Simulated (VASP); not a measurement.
Set up this calculation in VASP 6.6.1, as the native input.

| Property | Result |
| --- | --- |
| Task | single point |
| Functional | PBEsol |
| Potentials or basis | VASP PAW PBE potentials, release 64 (Cl, Na_pv) |
| Cutoff | 520 eV |
| k mesh | 8 × 8 × 8 |
| Occupations | fermi-dirac, width 0.05 eV |
| Spin | no spin polarisation |
| Dipole correction | no |
| Further INCAR settings | ALGO = Normal; EDIFF = 1e-06; NBANDS = 14 |

The structure of NaCl lies in POSCAR:

```
NaCl
1.0
    3.5253839872      0.0000000000      0.0000000000
    0.0000000000      3.5253839872      0.0000000000
    0.0000000000      0.0000000000      3.5253839872
Cl Na
1 1
Direct
    0.5000000000      0.5000000000      0.5000000000
    0.0000000000      0.0000000000      0.0000000000
```

This cell differs from its parent crystal: volume scaled by 1.02.

One way to write it, as run:

INCAR

```
PREC = Accurate
ENCUT = 520
EDIFF = 1E-6
ISMEAR = -1
SIGMA = 0.05
LREAL = F
LASPH = T
NELM = 60
ALGO = Normal
ISIF = 2
LWAVE = F
LCHARG = F
GGA = PS
NBANDS = 14
```

KPOINTS

```
Automatic mesh
0
Gamma
  8 8 8
```

Potentials or basis: VASP PAW PBE potentials, release 64 (Cl, Na_pv).

Run with:

```sh
$ cat potpaw_PBE.64/Cl/POTCAR potpaw_PBE.64/Na_pv/POTCAR > POTCAR
$ mpirun -np 1 vasp_std > vasp.out
```

Results of the run:

| Item | Value |
| --- | --- |
| Pressure | -1.7 GPa |
| Band gap on the k mesh | 3.78 eV, indirect (least direct gap 4.26 eV) |

Caveat: the PAW data sets were made with another functional, which shifts forces and pressure a little.

Run time: 14 s on 1 thread of Intel Xeon 6975P-C (shared host), peak memory 0.16 GiB.
